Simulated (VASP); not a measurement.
# Cu in VASP: a series of runs

Runs on Cu. Level: r2SCAN. Tasks: single point.

Program: VASP 6.6.1. These are calculated values, not measurements. Logs are shortened: lines on timing, memory, paths and dates and some standing lists are left out, and cuts for length are marked.

### 1 The cell of the first run

The structure is cubic, space group Fm-3m (No. 225). Conventional cell: a = 3.577 Å, b = 3.577 Å, c = 3.577 Å, α = 90.00°, β = 90.00°, γ = 90.00°. Cu (site symmetry m-3m) has 12 Cu at 2.53 Å within 3.3 Å.

### 2 Single point, r2SCAN

File POSCAR:

```
Cu
1.0
    0.0000000000      1.7887153358      1.7887153358
    1.7887153358      0.0000000000      1.7887153358
    1.7887153358      1.7887153358      0.0000000000
Cu
1
Direct
    0.0000000000      0.0000000000      0.0000000000
```

File INCAR.step1:

```
SYSTEM = Cu
PREC     = Accurate       ! precision mode
ENCUT    = 660            ! plane-wave cutoff, eV
ISMEAR   = 0              ! smearing method
SIGMA    = 0.1            ! smearing width, eV
LREAL    = .FALSE.        ! projectors in reciprocal space
LASPH    = .TRUE.         ! aspherical terms in the spheres
NELM     = 120            ! most SCF steps
NBANDS   = 12             ! bands
GGA      = PE             ! functional
ALGO     = Normal         ! electronic algorithm
EDIFF    = 1E-5           ! SCF threshold, eV
LWAVE    = .TRUE.         ! write WAVECAR
LCHARG   = .FALSE.        ! write CHGCAR
GGA_COMPAT= .FALSE.
```

File INCAR.step2:

```
SYSTEM = Cu
PREC     = Accurate       ! precision mode
ENCUT    = 660            ! plane-wave cutoff, eV
EDIFF    = 1E-6           ! SCF threshold, eV
ISMEAR   = 0              ! smearing method
SIGMA    = 0.1            ! smearing width, eV
LREAL    = .FALSE.        ! projectors in reciprocal space
LASPH    = .TRUE.         ! aspherical terms in the spheres
NELM     = 120            ! most SCF steps
ALGO     = Normal         ! electronic algorithm
ISIF     = 2              ! what is computed and relaxed
LWAVE    = .FALSE.        ! write WAVECAR
LCHARG   = .FALSE.        ! write CHGCAR
METAGGA  = R2SCAN         ! meta-GGA
LMIXTAU  = .TRUE.       
NBANDS   = 12             ! bands
ISTART   = 1            
GGA_COMPAT= .FALSE.
```

File KPOINTS:

```
Automatic mesh
0
G
  8 8 8
  0 0 0
```

Potentials or basis: VASP PAW PBE potentials, release 64 (Cu).

Run with:

```bash
$ cat potpaw_PBE.64/Cu/POTCAR > POTCAR
$ cp INCAR.step1 INCAR
$ mpirun -np 1 vasp_std > vasp.out
$ cp INCAR.step2 INCAR
$ mpirun -np 1 vasp_std > vasp.out
```

OUTCAR:

```text
SYSTEM = Cu
   PREC = Accurate
   ENCUT = 660
   EDIFF = 1E-6
   ISMEAR = 0
   LREAL = .FALSE.
   LASPH = .TRUE.
   NELM = 120
   ISIF = 2
   METAGGA = R2SCAN
   ISTART = 1

 ion  position               nearest neighbor table
   1  0.000  0.000  0.000-

  LATTYP: Found a face centered cubic cell.
 ALAT       =     3.5774306716

  Lattice vectors:

 A1 = (   0.0000000000,   1.7887153358,   1.7887153358)
 A2 = (   1.7887153358,   0.0000000000,   1.7887153358)
 A3 = (   1.7887153358,   1.7887153358,   0.0000000000)

Analysis of symmetry for initial positions (statically):
=====================================================================
 Subroutine PRICEL returns:
 Original cell was already a primitive cell.

 Routine SETGRP: Setting up the symmetry group for a
 face centered cubic supercell.

 Subroutine GETGRP returns: Found 48 space group operations
 (whereof 48 operations were pure point group operations)
 out of a pool of 48 trial point group operations.

The static configuration has the point symmetry O_h .

Analysis of symmetry for dynamics (positions and initial velocities):
=====================================================================
 Subroutine PRICEL returns:
 Original cell was already a primitive cell.

 Routine SETGRP: Setting up the symmetry group for a
 face centered cubic supercell.

 Subroutine GETGRP returns: Found 48 space group operations
 (whereof 48 operations were pure point group operations)
 out of a pool of 48 trial point group operations.

The dynamic configuration has the point symmetry O_h .

 Subroutine INISYM returns: Found 48 space group operations
 (whereof 48 operations are pure point group operations),
 and found     1 'primitive' translations

----------------------------------------------------------------------------------------

                                     Primitive cell

  volume of cell :      11.4460

  direct lattice vectors                    reciprocal lattice vectors
     0.000000000  1.788715336  1.788715336    -0.279530225  0.279530225  0.279530225
     1.788715336  0.000000000  1.788715336     0.279530225 -0.279530225  0.279530225
     1.788715336  1.788715336  0.000000000     0.279530225  0.279530225 -0.279530225

  length of vectors
     2.529625487  2.529625487  2.529625487     0.484160552  0.484160552  0.484160552

  position of ions in fractional coordinates (direct lattice)
     0.000000000  0.000000000  0.000000000

  ion indices of the primitive-cell ions
   primitive index   ion index
                 1           1

----------------------------------------------------------------------------------------

 KPOINTS: Automatic mesh

Automatic generation of k-mesh.
 Grid dimensions read from file:
 generate k-points for:    8    8    8

 Generating k-lattice:

  Cartesian coordinates                     Fractional coordinates (reciprocal lattice)
    -0.034941278  0.034941278  0.034941278     0.125000000  0.000000000  0.000000000
     0.034941278 -0.034941278  0.034941278     0.000000000  0.125000000  0.000000000
     0.034941278  0.034941278 -0.034941278     0.000000000  0.000000000  0.125000000

  Length of vectors
     0.060520069  0.060520069  0.060520069

  Shift w.r.t. Gamma in fractional coordinates (k-lattice)
     0.000000000  0.000000000  0.000000000

 Subroutine IBZKPT returns following result:
 ===========================================

 Found     29 irreducible k-points:

 Following reciprocal coordinates:
            Coordinates               Weight
  0.000000  0.000000  0.000000      1.000000
  0.125000  0.000000  0.000000      8.000000
  0.250000  0.000000  0.000000      8.000000
  0.375000  0.000000  0.000000      8.000000
  0.500000  0.000000  0.000000      4.000000
  0.125000  0.125000  0.000000      6.000000
[... 16 lines left out ...]
  0.500000  0.250000  0.125000     48.000000
 -0.375000  0.250000  0.125000     24.000000
 [... further k-points ...]
   k-points           NKPTS =     29   k-points in BZ     NKDIM =     29   number of bands    NBANDS=     12
   number of dos      NEDOS =    301   number of ions     NIONS =      1
   total plane-waves  NPLWV =  13824
   dimension x,y,z NGX =    24 NGY =   24 NGZ =   24
   dimension x,y,z NGXF=    48 NGYF=   48 NGZF=   48
   ions per type =               1
   NGX,Y,Z   is equivalent  to a cutoff of  15.77, 15.77, 15.77 a.u.
   NGXF,Y,Z  is equivalent  to a cutoff of  31.55, 31.55, 31.55 a.u.
 SYSTEM =  Cu
   PREC   = accura    normal or accurate (medium, high low for compatibility)
   ISTART =      1    job   : 0-new  1-cont  2-samecut
   ICHARG =      0    charge: 1-file 2-atom 10-const
   ISPIN  =      1    spin polarized calculation?
   LNONCOLLINEAR =      F non collinear calculations
   LSORBIT =      F    spin-orbit coupling
   LASPH  =      T    aspherical Exc in radial PAW
   ENCUT  =  660.0 eV  48.51 Ry    6.96 a.u.   5.30  5.30  5.30*2*pi/ulx,y,z
   NELM   =    120;   NELMIN=  2; NELMDL=  0     # of ELM steps
   EDIFF  = 0.1E-05   stopping-criterion for ELM
   LREAL  =      F    real-space projection
   EDIFFG = 0.1E-04   stopping-criterion for IOM
   NSW    =      0    number of steps for IOM
   IBRION =     -1    ionic relax: 0-MD 1-quasi-New 2-CG
   NFREE  =      0    steps in history (QN), initial steepest desc. (CG)
   ISIF   =      2    stress and relaxation
   ISYM   =      2    0-nonsym 1-usesym 2-fastsym
   POTIM  = 0.5000    time-step for ionic-motion
   TEBEG  =    0.0;   TEEND  =   0.0 temperature during run
   PSTRESS=    0.0 pullay stress
   NELECT =      11.0000    total number of electrons
   NUPDOWN=      -1.0000    fix difference up-down
   EMIN   =  10.00;   EMAX   =-10.00  energy-range for DOS
   EFERMI =   0.00;   METHOD = LEGACY
   ISMEAR =     0;   SIGMA  =   0.10  broadening in eV -4-tet -1-fermi 0-gaus
   EFERMI_NEDOS =   21; number of points for ismear=-14 and -15
   IALGO  =     38    algorithm
   IMIX   =      4    mixing-type and parameters
     AMIX     =   0.40;   BMIX     =  1.00
     AMIX_MAG =   1.60;   BMIX_MAG =  1.00
  volume/ion in A,a.u.               =      11.45        77.24
  Fermi-wavevector in a.u.,A,eV,Ry     =   1.615553  3.052952 35.511355  2.610011
  Thomas-Fermi vector in A             =   2.710282
   LORBIT       =      0    0 simple, 1 ext, 2 COOP (PROOUT), +10 PAW based schemes
   METAGGA = R2SCAN    functional components
   LHFCALC =     F    Hartree Fock is set to
   AEXX    =    0.0000 exact exchange contribution
   IVDW    =     0    specifies the selected vdW correction
   LEPSILON=     F    determine dielectric tensor
   LRPA    =     F    only Hartree local field effects (RPA)
 non-spin polarized calculation
 Gauss-broadening in eV      SIGMA  =   0.10
  energy-cutoff  :      660.00
  volume of cell :       11.45
 maximum number of plane-waves:       459
 NGX is ok and might be reduce to    24
   NGX = 11   NGY = 11   NGZ = 11

 number of electron      10.9999999 magnetization

 Free energy of the ion-electron system (eV)
  ---------------------------------------------------
  ext. energy  EPLUGINS =         0.00000000
  ---------------------------------------------------
  free energy    TOTEN  =       -10.79353325 eV

  energy without entropy =      -10.79034136  energy(sigma->0) =      -10.79193731

 E-fermi :   7.7214     XC(G=0): -13.9531

 val. band max:        7.6477135924   @ k =   0.5000   0.2500   0.1250
 cond. band min:       7.8987962966   @ k =   0.5000   0.1250   0.0000
 fundamental gap:      0.2510827043
 Fermi energy:         7.7213709479

 k-point     1 :       0.0000    0.0000    0.0000
  band No.  band energies     occupation
      1      -2.1261      2.00000
      2       4.5661      2.00000
      3       4.5661      2.00000
      4       4.5661      2.00000
      5       5.4243      2.00000
      6       5.4243      2.00000
      7      31.4334      0.00000
      8      34.7147      0.00000
      9      34.7147      0.00000
     10      34.7147      0.00000
     11      37.1346      0.00000
     12      37.1346      0.00000

 k-point     2 :       0.1250    0.0000    0.0000
  band No.  band energies     occupation
      1      -1.5279      2.00000
      2       4.4453      2.00000
      3       4.6653      2.00000
      4       4.6653      2.00000
      5       5.3933      2.00000
      6       5.3933      2.00000
      7      27.7200      0.00000
      8      32.2595      0.00000
      9      33.4052      0.00000
     10      33.4052      0.00000
     11      39.1252      0.00000
     12      39.1460      0.00000

 k-point     3 :       0.2500    0.0000    0.0000
  band No.  band energies     occupation
      1       0.1251      2.00000
      2       4.2845      2.00000
      3       4.7258      2.00000
      4       4.7258      2.00000
      5       5.5173      2.00000
      6       5.5173      2.00000
      7      21.0486      0.00000
      8      31.4108      0.00000
      9      32.1371      0.00000
     10      32.1371      0.00000
     11      38.0023      0.00000
     12      38.0023      0.00000
[... 286 lines left out ...]
 k-point    23 :       0.5000    0.2500    0.1250
  band No.  band energies     occupation
      1       2.8606      2.00000
      2       3.9127      2.00000
      3       4.2605      2.00000
      4       5.1347      2.00000
      5       5.7963      2.00000
      6       7.6477      1.70244
      7      16.3551      0.00000
      8      22.1376      0.00000
      9      25.2386      0.00000
     10      33.1463      0.00000
     11      36.8418      0.00000
     12      40.9474      0.00000

 k-point    24 :      -0.3750    0.2500    0.1250
  band No.  band energies     occupation
      1       3.1845      2.00000
      2       3.8942      2.00000
      3       4.4751      2.00000
      4       5.0247      2.00000
      5       5.9848      2.00000
      6       9.9935      0.00000
      7      12.4540      0.00000
      8      22.7886      0.00000
      9      23.4512      0.00000
     10      32.8445      0.00000
     11      36.6846      0.00000
     12      44.5602      0.00000

 [... further k-points ...]
[... 5 lines left out ...]
  --------------------------------------------------------------------------------------
  -------------------------------------------------------------------------------------
  Total        0.0917632      0.0917632      0.0917632     -0.0000000      0.0000000     -0.0000000
  in kB       12.8447469     12.8447469     12.8447469     -0.0000000      0.0000000     -0.0000000
  external PRESSURE =      12.8447469 kB  Pullay stress =       0.0000000 kB

 VOLUME and BASIS-vectors are now :
 -----------------------------------------------------------------------------
  energy-cutoff  :      660.00
  volume of cell :       11.45
      direct lattice vectors                 reciprocal lattice vectors
     0.000000000  1.788715336  1.788715336    -0.279530225  0.279530225  0.279530225
     1.788715336  0.000000000  1.788715336     0.279530225 -0.279530225  0.279530225
     1.788715336  1.788715336  0.000000000     0.279530225  0.279530225 -0.279530225

 POSITION                                       TOTAL-FORCE (eV/Angst)
 -----------------------------------------------------------------------------------
      0.00000      0.00000      0.00000         0.000000     -0.000000      0.000000
 -----------------------------------------------------------------------------------
    total drift:                               -0.000000     -0.000000     -0.000000

  FREE ENERGIE OF THE ION-ELECTRON SYSTEM (eV)
  ---------------------------------------------------
  free  energy   TOTEN  =       -10.7935332501 eV

  energy  without entropy=      -10.7903413626  energy(sigma->0) =      -10.79193731
```

It took 20 s on 1 thread of AMD EPYC 9R45 (Zen 5), shared host; peak memory 0.11 GiB.

What came out:

* Free energy: -10.7935 eV
* Pressure: 1.3 GPa

Caveat: the k points lie up to 0.38 Å⁻¹ apart; the PAW data sets were made with another functional, which shifts forces and pressure a little.

[end of part 1 of 2]
